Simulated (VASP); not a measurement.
Fe:

```
Fe
1.0
     2.45180    0.00000    0.00000
    -1.22590    2.12332    0.00000
     0.00000    0.00000    2.29090
Fe
1
Cartesian
  0.0000 0.0000 0.0000
```

This isn't the form of Fe at room conditions, which is bcc.

- Program: VASP 6.6.1
- Task: relaxation of cell and atoms
- Functional: PBEsol
- Potentials or basis: VASP PAW PBE potentials, release 64 (Fe)
- Cutoff: 600 eV
- k mesh: 27 × 27 × 24
- Occupations: gaussian, width 0.1 eV
- Spin: collinear spin, ferromagnetic start
- Starting moments: [2.25] μB

At the start: pressure -1.1 GPa; volume 11.93 Å³/atom.

Problem. How do energy, volume and symmetry change on relaxing?

Solution. Over 5 steps the energy falls by 10.2 meV/atom and the volume is 11.80 Å³/atom (-1.1 %); space group P6/mmm (No. 191, to 0.1 Å) before and after; moment 2.21 μB per cell.

The path:
| step | energy change (eV) | largest force (eV/Å) | pressure (GPa) | volume (Å³) |
| --- | --- | --- | --- | --- |
| 1 | 0.0000 | 0.0000 | -1.09 | 11.93 |
| 2 | -0.0061 | 0.0000 | 0.31 | 11.78 |
| 3 | -0.0101 | 0.0000 | -0.44 | 11.84 |
| 4 | -0.0102 | 0.0000 | 0.11 | 11.78 |
| 5 | -0.0102 | 0.0000 | -0.07 | 11.80 |

Final structure:
```xyz
1
Lattice="2.4191 0.0000 0.0000 -1.2095 2.0950 0.0000 0.0000 0.0000 2.3275" Properties=species:S:1:pos:R:3 pbc="T T T"
Fe    0.0000    0.0000    0.0000
```

Caveat: the PAW data sets were made with another functional, which shifts forces and pressure a little.
